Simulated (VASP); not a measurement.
# AgRh (P-6m2) in VASP: notebook, part 2 of 2

VASP 6.6.1.

## 5. Single point, LDA

File INCAR:

```
ALGO = Normal
EDIFF = 1E-6
ENCUT = 520
ISIF = 2
ISMEAR = 1
LASPH = T
LCHARG = F
LREAL = F
LWAVE = F
NBANDS = 20
NELM = 60
PREC = Accurate
SIGMA = 0.005
```

File KPOINTS:

```
k-points
0
Gamma
  9 9 5
```

File POSCAR:

```
AgRh
1.0
    2.7775881998      0.0000000000      0.0000000000
   -1.3887940999      2.4054619423      0.0000000000
    0.0000000000      0.0000000000      4.8086020000
Ag Rh
1 1
Direct
    0.0000000000      0.0000000000      0.5000000000
    0.6666666667      0.3333333333      0.0000000000
```

Potentials or basis: VASP PAW LDA potentials, release 64 (Ag, Rh_pv).

Command:

```sh
> cat potpaw_LDA.64/Ag/POTCAR potpaw_LDA.64/Rh_pv/POTCAR > POTCAR
> mpirun -np 1 vasp_std > vasp.out
```

OUTCAR:

```text
EDIFF = 1E-6
   ENCUT = 520
   ISIF = 2
   ISMEAR = 1
   LASPH = T
   LREAL = F
   NELM = 60
   PREC = Accurate

 ion  position               nearest neighbor table
   1  0.000  0.000  0.500-   2 2.89   2 2.89   2 2.89   2 2.89   2 2.89   2 2.89
   2  0.667  0.333  0.000-   1 2.89   1 2.89   1 2.89   1 2.89   1 2.89   1 2.89

  LATTYP: Found a hexagonal cell.
 ALAT       =     2.7775881998
 C/A-ratio  =     1.7312148721

  Lattice vectors:

 A1 = (   2.7775881998,   0.0000000000,   0.0000000000)
 A2 = (  -1.3887940999,   2.4054619423,   0.0000000000)
 A3 = (   0.0000000000,   0.0000000000,   4.8086020000)

Analysis of symmetry for initial positions (statically):
=====================================================================
 Subroutine PRICEL returns:
 Original cell was already a primitive cell.

 Routine SETGRP: Setting up the symmetry group for a
 hexagonal supercell.

 Subroutine GETGRP returns: Found 12 space group operations
 (whereof 12 operations were pure point group operations)
 out of a pool of 24 trial point group operations.

The static configuration has the point symmetry D_3h.

Analysis of symmetry for dynamics (positions and initial velocities):
=====================================================================
 Subroutine PRICEL returns:
 Original cell was already a primitive cell.

 Routine SETGRP: Setting up the symmetry group for a
 hexagonal supercell.

 Subroutine GETGRP returns: Found 12 space group operations
 (whereof 12 operations were pure point group operations)
 out of a pool of 24 trial point group operations.

The dynamic configuration has the point symmetry D_3h.

 Subroutine INISYM returns: Found 12 space group operations
 (whereof 12 operations are pure point group operations),
 and found     1 'primitive' translations

----------------------------------------------------------------------------------------

                                     Primitive cell

  volume of cell :      32.1281

  direct lattice vectors                    reciprocal lattice vectors
     2.777588200  0.000000000  0.000000000     0.360024571  0.207860283  0.000000000
    -1.388794100  2.405461942  0.000000000     0.000000000  0.415720566  0.000000000
     0.000000000  0.000000000  4.808602000     0.000000000  0.000000000  0.207960651

  length of vectors
     2.777588200  2.777588200  4.808602000     0.415720566  0.415720566  0.207960651

  position of ions in fractional coordinates (direct lattice)
     0.000000000  0.000000000  0.500000000
     0.666666667  0.333333333  0.000000000

  ion indices of the primitive-cell ions
   primitive index   ion index
                 1           1
                 2           2

----------------------------------------------------------------------------------------

 KPOINTS: k-points

Automatic generation of k-mesh.
 Grid dimensions read from file:
 generate k-points for:    9    9    5

 Generating k-lattice:

  Cartesian coordinates                     Fractional coordinates (reciprocal lattice)
     0.040002730  0.023095587  0.000000000     0.111111111  0.000000000  0.000000000
     0.000000000  0.046191174  0.000000000     0.000000000  0.111111111  0.000000000
     0.000000000  0.000000000  0.041592130     0.000000000  0.000000000  0.200000000

  Length of vectors
     0.046191174  0.046191174  0.041592130

  Shift w.r.t. Gamma in fractional coordinates (k-lattice)
     0.000000000  0.000000000  0.000000000

 Subroutine IBZKPT returns following result:
 ===========================================

 Found     36 irreducible k-points:

 Following reciprocal coordinates:
            Coordinates               Weight
  0.000000  0.000000  0.000000      1.000000
  0.111111 -0.000000  0.000000      6.000000
  0.222222 -0.000000  0.000000      6.000000
  0.333333  0.000000  0.000000      6.000000
  0.444444 -0.000000  0.000000      6.000000
  0.111111  0.111111  0.000000      6.000000
[... 16 lines left out ...]
  0.333333  0.222222  0.200000     24.000000
  0.333333  0.333333  0.200000      4.000000
 [... further k-points ...]
   k-points           NKPTS =     36   k-points in BZ     NKDIM =     36   number of bands    NBANDS=     20
   number of dos      NEDOS =    301   number of ions     NIONS =      2
   total plane-waves  NPLWV =  20736
   dimension x,y,z NGX =    24 NGY =   24 NGZ =   36
   dimension x,y,z NGXF=    48 NGYF=   48 NGZF=   72
   ions per type =               1   1
   NGX,Y,Z   is equivalent  to a cutoff of  14.36, 14.36, 12.45 a.u.
   NGXF,Y,Z  is equivalent  to a cutoff of  28.73, 28.73, 24.89 a.u.
 SYSTEM =  unknown system
   PREC   = accura    normal or accurate (medium, high low for compatibility)
   ISTART =      0    job   : 0-new  1-cont  2-samecut
   ICHARG =      2    charge: 1-file 2-atom 10-const
   ISPIN  =      1    spin polarized calculation?
   LNONCOLLINEAR =      F non collinear calculations
   LSORBIT =      F    spin-orbit coupling
   LASPH  =      T    aspherical Exc in radial PAW
   ENCUT  =  520.0 eV  38.22 Ry    6.18 a.u.   5.16  5.16  8.94*2*pi/ulx,y,z
   NELM   =     60;   NELMIN=  2; NELMDL= -5     # of ELM steps
   EDIFF  = 0.1E-05   stopping-criterion for ELM
   LREAL  =      F    real-space projection
   EDIFFG = 0.1E-04   stopping-criterion for IOM
   NSW    =      0    number of steps for IOM
   IBRION =     -1    ionic relax: 0-MD 1-quasi-New 2-CG
   NFREE  =      0    steps in history (QN), initial steepest desc. (CG)
   ISIF   =      2    stress and relaxation
   ISYM   =      2    0-nonsym 1-usesym 2-fastsym
   POTIM  = 0.5000    time-step for ionic-motion
   TEBEG  =    0.0;   TEEND  =   0.0 temperature during run
   PSTRESS=    0.0 pullay stress
   NELECT =      26.0000    total number of electrons
   NUPDOWN=      -1.0000    fix difference up-down
   EMIN   =  10.00;   EMAX   =-10.00  energy-range for DOS
   EFERMI =   0.00;   METHOD = LEGACY
   ISMEAR =     1;   SIGMA  =   0.01  broadening in eV -4-tet -1-fermi 0-gaus
   EFERMI_NEDOS =   21; number of points for ismear=-14 and -15
   IALGO  =     38    algorithm
   IMIX   =      4    mixing-type and parameters
     AMIX     =   0.40;   BMIX     =  1.00
     AMIX_MAG =   1.60;   BMIX_MAG =  1.00
  volume/ion in A,a.u.               =      16.06       108.41
  Fermi-wavevector in a.u.,A,eV,Ry     =   1.525589  2.882945 31.666497  2.327422
  Thomas-Fermi vector in A             =   2.633739
   LORBIT       =      0    0 simple, 1 ext, 2 COOP (PROOUT), +10 PAW based schemes
   GGA     = CA    functional components
   LHFCALC =     F    Hartree Fock is set to
   AEXX    =    0.0000 exact exchange contribution
   IVDW    =     0    specifies the selected vdW correction
   LEPSILON=     F    determine dielectric tensor
   LRPA    =     F    only Hartree local field effects (RPA)
 non-spin polarized calculation
 Methfessel and Paxton  Order N= 1 SIGMA  =   0.01
  energy-cutoff  :      520.00
  volume of cell :       32.13
 maximum number of plane-waves:       872
 NGX is ok and might be reduce to    24
   NGX = 11   NGY = 11   NGZ = 17

 number of electron      25.9999997 magnetization

 Free energy of the ion-electron system (eV)
  ---------------------------------------------------
  ext. energy  EPLUGINS =         0.00000000
  ---------------------------------------------------
  free energy    TOTEN  =       -11.75487427 eV

  energy without entropy =      -11.75486037  energy(sigma->0) =      -11.75486964

 E-fermi :   8.6244     XC(G=0): -13.1444

 val. band max:        8.6232362189   @ k =   0.1111  -0.0000   0.4000
 cond. band min:       8.6309855892   @ k =   0.2222   0.1111   0.0000
 fundamental gap:      0.0077493703
 Fermi energy:         8.6244431726

 k-point     1 :       0.0000    0.0000    0.0000
  band No.  band energies     occupation
      1     -36.9862      2.00000
      2     -36.9862      2.00000
      3     -36.7616      2.00000
      4       1.3723      2.00000
      5       2.8568      2.00000
      6       4.4030      2.00000
[... 12 lines left out ...]
     19      27.3443      0.00000
     20      29.7408      0.00000
[... 507 lines left out ...]
 k-point    24 :       0.3333    0.3333    0.2000
  band No.  band energies     occupation
      1     -37.2719      2.00000
      2     -37.2707      2.00000
      3     -36.6989      2.00000
      4       3.7799      2.00000
      5       3.9429      2.00000
      6       4.3104      2.00000
[... 12 lines left out ...]
     19      18.8803      0.00000
     20      23.4825      0.00000

 [... further k-points ...]

------------------------ aborting loop because EDIFF is reached ----------------------------------------

  FORCE on cell =-STRESS in cart. coord.  units (eV):
  Direction    XX          YY          ZZ          XY          YZ          ZX
  --------------------------------------------------------------------------------------
  -------------------------------------------------------------------------------------
  Total       -3.2090925     -3.2090925     -2.7462475     -0.0000000     -0.0000000      0.0000000
  in kB     -160.0322983   -160.0322983   -136.9509595     -0.0000000     -0.0000000      0.0000000
  external PRESSURE =    -152.3385187 kB  Pullay stress =       0.0000000 kB

 VOLUME and BASIS-vectors are now :
 -----------------------------------------------------------------------------
  energy-cutoff  :      520.00
  volume of cell :       32.13
      direct lattice vectors                 reciprocal lattice vectors
     2.777588200  0.000000000  0.000000000     0.360024571  0.207860283  0.000000000
    -1.388794100  2.405461942  0.000000000     0.000000000  0.415720566  0.000000000
     0.000000000  0.000000000  4.808602000     0.000000000  0.000000000  0.207960651

 POSITION                                       TOTAL-FORCE (eV/Angst)
 -----------------------------------------------------------------------------------
      0.00000      0.00000      2.40430         0.000000      0.000000      0.000000
      1.38879      0.80182      0.00000        -0.000000     -0.000000      0.000000
 -----------------------------------------------------------------------------------
    total drift:                               -0.000000      0.000000      0.000000

  FREE ENERGIE OF THE ION-ELECTRON SYSTEM (eV)
  ---------------------------------------------------
  free  energy   TOTEN  =       -11.7548742725 eV

  energy  without entropy=      -11.7548603674  energy(sigma->0) =      -11.75486964
```

stdout:

```text
POSCAR found type information on POSCAR AgRh
 POSCAR found :  2 types and       2 ions
 scaLAPACK will be used
 LDA part: xc-table for (Slater(with rela. corr.)+CA(PZ))
 , standard interpolation
 POSCAR, INCAR and KPOINTS ok, starting setup
 FFT: planning ... GRIDC
 FFT: planning ... GRID_SOFT
 FFT: planning ... GRID
 WAVECAR not read
 entering main loop
```

Wall time 7.1 s (1 thread of Intel Xeon 6975P-C (Granite Rapids), shared host); peak memory 0.15 GiB.

Results:

```
Free energy            : -11.7549 eV
Pressure               : -15.2 GPa
Band gap on the k mesh : zero (band 13 reaches 9.45 eV, above the bottom of band 14 at 8.45 eV)
```

Levels at points of the mesh, in eV from the Fermi level:
```csv
k point,band 10,band 11,band 12,band 13,band 14,band 15,band 16,band 17
"(0.00, 0.00, 0.00)",-3.04,-1.99,-1.99,0.10,0.10,0.13,5.27,16.55
```

## 6. Summary

| smearing | gap on the mesh (eV) | pressure (GPa) |
| --- | --- | --- |
| methfessel-paxton 0.05 eV | none | -15.3 |
| methfessel-paxton 0.025 eV | none | -15.2 |
| methfessel-paxton 0.01 eV | none | -15.2 |
| methfessel-paxton 0.005 eV | none | -15.2 |

Alike in all rows: task single point; level LDA; potentials or basis VASP PAW LDA potentials, release 64 (Ag, Rh_pv); no spin polarisation; cell as given; k mesh 9 × 9 × 5; cutoff (eV) 520.

Every run on the cell as given and a fine mesh finds a metal.

Total energies depend on the potentials used, so only differences within one code and one set of settings carry meaning.
